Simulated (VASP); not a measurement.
# Be in VASP: further runs

The runs below take Be through electric field gradients, with PBEsol.

Program: VASP 6.6.1. These are calculated values, not measurements. Logs are shortened: lines on timing, memory, paths and dates and some standing lists are left out, and cuts for length are marked.

## Step 1: The cell of the first run

It takes space group P4_2/mnm (No. 136, tetragonal). Conventional cell: a = 3.859 Å, b = 3.859 Å, c = 2.281 Å, α = 90.00°, β = 90.00°, γ = 90.00°. Within 2.9 Å of Be (site symmetry m2m) lie 13 Be at 2.21 to 2.78 Å.

## Step 2: Electric field gradients, PBEsol (equal xx and yy strain of +3 %)

INCAR

```
SYSTEM = Be
ALGO = Normal
EDIFF = 1E-8
ENCUT = 520
GGA = PS
ISIF = 2
ISMEAR = -1
LASPH = .TRUE.
LCHARG = .FALSE.
LEFG = .TRUE.
LREAL = .FALSE.
LWAVE = .FALSE.
NBANDS = 12
NELM = 80
PREC = Accurate
SIGMA = 0.05
```

KPOINTS

```
k-points
0
G
  9 9 14
  0 0 0
```

POSCAR

```
Be
1.0
    3.8592184200      0.0000000000      0.0000000000
    0.0000000000      3.8592184200      0.0000000000
    0.0000000000      0.0000000000      2.2812800000
Be
4
Direct
    0.2974080000      0.2974080000      0.0000000000
    0.7025920000      0.7025920000      0.0000000000
    0.2025920000      0.7974080000      0.5000000000
    0.7974080000      0.2025920000      0.5000000000
```

Potentials or basis: VASP PAW PBE potentials, release 64 (Be).

On the command line:

```bash
> cat potpaw_PBE.64/Be/POTCAR > POTCAR
> mpirun -np 1 vasp_std > vasp.out
```

OUTCAR:

```text
SYSTEM = Be
   EDIFF = 1E-8
   ENCUT = 520
   GGA = PS
   ISIF = 2
   ISMEAR = -1
   LASPH = .TRUE.
   LREAL = .FALSE.
   NELM = 80
   PREC = Accurate

 ion  position               nearest neighbor table
   1  0.297  0.297  0.000-   2 2.21   3 2.27   4 2.27   3 2.27   4 2.27   3 2.27   3 2.27   4 2.27
                             4 2.27
   2  0.703  0.703  0.000-   1 2.21   3 2.27   4 2.27   3 2.27   4 2.27   4 2.27   4 2.27   3 2.27
                             3 2.27
   3  0.203  0.797  0.500-   4 2.21   2 2.27   1 2.27   1 2.27   2 2.27   1 2.27   1 2.27   2 2.27
                             2 2.27
   4  0.797  0.203  0.500-   3 2.21   2 2.27   1 2.27   1 2.27   2 2.27   2 2.27   2 2.27   1 2.27
                             1 2.27

  LATTYP: Found a simple tetragonal cell.
 ALAT       =     3.8592184200
 C/A-ratio  =     0.5911248734

  Lattice vectors:

 A1 = (   3.8592184200,   0.0000000000,   0.0000000000)
 A2 = (   0.0000000000,   3.8592184200,   0.0000000000)
 A3 = (   0.0000000000,   0.0000000000,   2.2812800000)

Analysis of symmetry for initial positions (statically):
=====================================================================
 Subroutine PRICEL returns:
 Original cell was already a primitive cell.

 Routine SETGRP: Setting up the symmetry group for a
 simple tetragonal supercell.

 Subroutine GETGRP returns: Found 16 space group operations
 (whereof  8 operations were pure point group operations)
 out of a pool of 16 trial point group operations.

The static configuration has the point symmetry D_2h.
 The point group associated with its full space group is D_4h.

Analysis of symmetry for dynamics (positions and initial velocities):
=====================================================================
 Subroutine PRICEL returns:
 Original cell was already a primitive cell.

 Routine SETGRP: Setting up the symmetry group for a
 simple tetragonal supercell.

 Subroutine GETGRP returns: Found 16 space group operations
 (whereof  8 operations were pure point group operations)
 out of a pool of 16 trial point group operations.

The dynamic configuration has the point symmetry D_2h.
 The point group associated with its full space group is D_4h.

 Subroutine INISYM returns: Found 16 space group operations
 (whereof  8 operations are pure point group operations),
 and found     1 'primitive' translations

----------------------------------------------------------------------------------------

                                     Primitive cell

  volume of cell :      33.9764

  direct lattice vectors                    reciprocal lattice vectors
     3.859218420  0.000000000  0.000000000     0.259119825  0.000000000  0.000000000
     0.000000000  3.859218420  0.000000000     0.000000000  0.259119825  0.000000000
     0.000000000  0.000000000  2.281280000     0.000000000  0.000000000  0.438350400

  length of vectors
     3.859218420  3.859218420  2.281280000     0.259119825  0.259119825  0.438350400

  position of ions in fractional coordinates (direct lattice)
     0.297408000  0.297408000  0.000000000
     0.702592000  0.702592000  0.000000000
     0.202592000  0.797408000  0.500000000
     0.797408000  0.202592000  0.500000000

  ion indices of the primitive-cell ions
   primitive index   ion index
                 1           1
                 2           2
                 3           3
                 4           4

----------------------------------------------------------------------------------------

 KPOINTS: k-points

Automatic generation of k-mesh.
 Grid dimensions read from file:
 generate k-points for:    9    9   14

 Generating k-lattice:

  Cartesian coordinates                     Fractional coordinates (reciprocal lattice)
     0.028791092  0.000000000  0.000000000     0.111111111  0.000000000  0.000000000
[... 53 lines left out ...]
   ISPIN  =      1    spin polarized calculation?
   LNONCOLLINEAR =      F non collinear calculations
   LSORBIT =      F    spin-orbit coupling
   LASPH  =      T    aspherical Exc in radial PAW
   ENCUT  =  520.0 eV  38.22 Ry    6.18 a.u.   7.18  7.18  4.24*2*pi/ulx,y,z
   NELM   =     80;   NELMIN=  2; NELMDL= -5     # of ELM steps
   EDIFF  = 0.1E-07   stopping-criterion for ELM
   LREAL  =      F    real-space projection
   EDIFFG = 0.1E-06   stopping-criterion for IOM
   NSW    =      0    number of steps for IOM
   IBRION =     -1    ionic relax: 0-MD 1-quasi-New 2-CG
   NFREE  =      0    steps in history (QN), initial steepest desc. (CG)
   ISIF   =      2    stress and relaxation
   ISYM   =      2    0-nonsym 1-usesym 2-fastsym
   POTIM  = 0.5000    time-step for ionic-motion
   TEBEG  =    0.0;   TEEND  =   0.0 temperature during run
   PSTRESS=    0.0 pullay stress
   NELECT =       8.0000    total number of electrons
   NUPDOWN=      -1.0000    fix difference up-down
   EMIN   =  10.00;   EMAX   =-10.00  energy-range for DOS
   EFERMI =   0.00;   METHOD = LEGACY
   ISMEAR =    -1;   SIGMA  =   0.05  broadening in eV -4-tet -1-fermi 0-gaus
   EFERMI_NEDOS =   21; number of points for ismear=-14 and -15
   IALGO  =     38    algorithm
   IMIX   =      4    mixing-type and parameters
     AMIX     =   0.40;   BMIX     =  1.00
     AMIX_MAG =   1.60;   BMIX_MAG =  1.00
  volume/ion in A,a.u.               =       8.49        57.32
  Fermi-wavevector in a.u.,A,eV,Ry     =   1.010910  1.910342 13.904318  1.021939
  Thomas-Fermi vector in A             =   2.143927
   LORBIT       =      0    0 simple, 1 ext, 2 COOP (PROOUT), +10 PAW based schemes
   GGA     = PS    functional components
   LHFCALC =     F    Hartree Fock is set to
   AEXX    =    0.0000 exact exchange contribution
   IVDW    =     0    specifies the selected vdW correction
   LEPSILON=     F    determine dielectric tensor
   LRPA    =     F    only Hartree local field effects (RPA)
 non-spin polarized calculation
  energy-cutoff  :      520.00
  volume of cell :       33.98
 maximum number of plane-waves:       940
 NGX is ok and might be reduce to    30
   NGX = 15   NGY = 15   NGZ =  9

 number of electron       8.0000000 magnetization

 Free energy of the ion-electron system (eV)
  ---------------------------------------------------
  ext. energy  EPLUGINS =         0.00000000
  ---------------------------------------------------
  free energy    TOTEN  =       -15.72550964 eV

  energy without entropy =      -15.72121364  energy(sigma->0) =      -15.72336164

 E-fermi :   6.2377     XC(G=0): -10.3731

 val. band max:        6.2367519902   @ k =   0.1111   0.1111   0.2143
 cond. band min:       6.3396659283   @ k =   0.1111   0.0000   0.5000
 fundamental gap:      0.1029139381
 Fermi energy:         6.2376817125

 k-point     1 :       0.0000    0.0000    0.0000
  band No.  band energies     occupation
      1      -4.5096      2.00000
      2       1.4342      2.00000
      3       2.0133      2.00000
      4       5.0404      2.00000
      5       5.0404      2.00000
      6      10.5624      0.00000
      7      10.5624      0.00000
      8      13.2210      0.00000
      9      16.0465      0.00000
     10      16.1137      0.00000
     11      22.2981      0.00000
     12      22.2981      0.00000
[... 331 lines left out ...]
 k-point    24 :       0.4444    0.1111    0.0714
  band No.  band energies     occupation
      1      -2.8147      2.00000
      2      -1.9817      2.00000
      3       2.7647      2.00000
      4       3.5598      2.00000
      5       8.0494      0.00000
      6       8.4933      0.00000
      7      13.4789      0.00000
      8      15.7802      0.00000
      9      16.7945      0.00000
     10      17.7755      0.00000
     11      20.2451      0.00000
     12      21.4169      0.00000

 [... further k-points ...]
[... 5 lines left out ...]
  --------------------------------------------------------------------------------------
  -------------------------------------------------------------------------------------
  Total       -1.6701549     -1.6701549     -0.9699260      0.0000000      0.0000000      0.0000000
  in kB      -78.7571572    -78.7571572    -45.7374400      0.0000000      0.0000000      0.0000000
  external PRESSURE =     -67.7505848 kB  Pullay stress =       0.0000000 kB

 VOLUME and BASIS-vectors are now :
 -----------------------------------------------------------------------------
  energy-cutoff  :      520.00
  volume of cell :       33.98
      direct lattice vectors                 reciprocal lattice vectors
     3.859218420  0.000000000  0.000000000     0.259119825  0.000000000  0.000000000
     0.000000000  3.859218420  0.000000000     0.000000000  0.259119825  0.000000000
     0.000000000  0.000000000  2.281280000     0.000000000  0.000000000  0.438350400

 POSITION                                       TOTAL-FORCE (eV/Angst)
 -----------------------------------------------------------------------------------
      1.14776      1.14776      0.00000         0.086286      0.086286      0.000000
      2.71146      2.71146      0.00000        -0.086286     -0.086286     -0.000000
      0.78185      3.07737      1.14064        -0.086286      0.086286      0.000000
      3.07737      0.78185      1.14064         0.086286     -0.086286     -0.000000
 -----------------------------------------------------------------------------------
    total drift:                               -0.000000     -0.000000     -0.000000

  FREE ENERGIE OF THE ION-ELECTRON SYSTEM (eV)
  ---------------------------------------------------
  free  energy   TOTEN  =       -15.7255096411 eV

  energy  without entropy=      -15.7212136411  energy(sigma->0) =      -15.72336164

 Electric field gradients (V/A^2)
---------------------------------------------------------------------
 ion       V_xx      V_yy      V_zz      V_xy      V_xz      V_yz
---------------------------------------------------------------------
   1       0.467     0.467    -0.935    -1.398    -0.000    -0.000
   2       0.467     0.467    -0.935    -1.398    -0.000     0.000
   3       0.467     0.467    -0.935     1.398     0.000     0.000
   4       0.467     0.467    -0.935     1.398     0.000    -0.000
---------------------------------------------------------------------

 Electric field gradients after diagonalization (V/A^2)
 (convention: |V_zz| > |V_xx| > |V_yy|)
----------------------------------------------------------------------
 ion       V_xx      V_yy      V_zz     asymmetry (V_yy - V_xx)/ V_zz
----------------------------------------------------------------------
   1      -0.935    -0.930     1.865       0.002
   2      -0.935    -0.930     1.865       0.002
   3      -0.935    -0.930     1.865       0.002
   4      -0.935    -0.930     1.865       0.002
----------------------------------------------------------------------

           NMR quadrupolar parameters

 Cq : quadrupolar parameter    Cq=e*Q*V_zz/h
 eta: asymmetry parameters     (V_yy - V_xx)/ V_zz
 Q  : nuclear electric quadrupole moment in mb (millibarn)
----------------------------------------------------------------------
 ion       Cq(MHz)       eta       Q (mb)
----------------------------------------------------------------------
   1       0.005       0.002       1.000
   2       0.005       0.002       1.000
   3       0.005       0.002       1.000
   4       0.005       0.002       1.000
----------------------------------------------------------------------
```

It took 15 s on 1 thread of Intel Xeon 6975P-C (Granite Rapids), shared host; peak memory 0.16 GiB.

What came out:

```yaml
Free_energy: -15.7255 eV
Pressure: -6.8 GPa
Largest_force: 0.122 eV/Å
Band_gap_on_the_k_mesh: zero (bands 4 and 5 overlap by 2.17 eV)
Largest_electric_field_gradient_by_atom: Be +1.9 V/Å²
```

Forces in eV/Å, atoms in the order of the input:
```
Be   0.086  0.086  0.000
Be  -0.086 -0.086  0.000
Be  -0.086  0.086  0.000
Be   0.086 -0.086  0.000
```

Stress tensor (GPa, compression positive):
```
-7.88  0.00  0.00
 0.00 -7.88  0.00
 0.00  0.00 -4.57
```

Levels at points of the mesh, in eV from the Fermi level:
```tsv
k point	band 2	band 3	band 4	band 5	band 6	band 7
(0.00, 0.00, 0.00)	-4.80	-4.22	-1.20	-1.20	4.32	4.32
(0.00, 0.00, 0.50)	-5.35	0.98	0.98	1.98	1.98	2.77
```

Electric field gradients, principal values (V/Å²):
| atom | least | middle | greatest (by size) |
| --- | --- | --- | --- |
| 1 Be | -0.930 | -0.935 | 1.865 |
| 2 Be | -0.930 | -0.935 | 1.865 |
| 3 Be | -0.930 | -0.935 | 1.865 |
| 4 Be | -0.930 | -0.935 | 1.865 |

Caveat: the cell differs from its parent crystal (equal xx and yy strain of +3 %); the cell stands under tension; without QUAD_EFG the Cq values of the log hold for a quadrupole moment of 1 mb, not for the nuclei; the PAW data sets were made with another functional, which shifts forces and pressure a little.

[end of part 1 of 3]
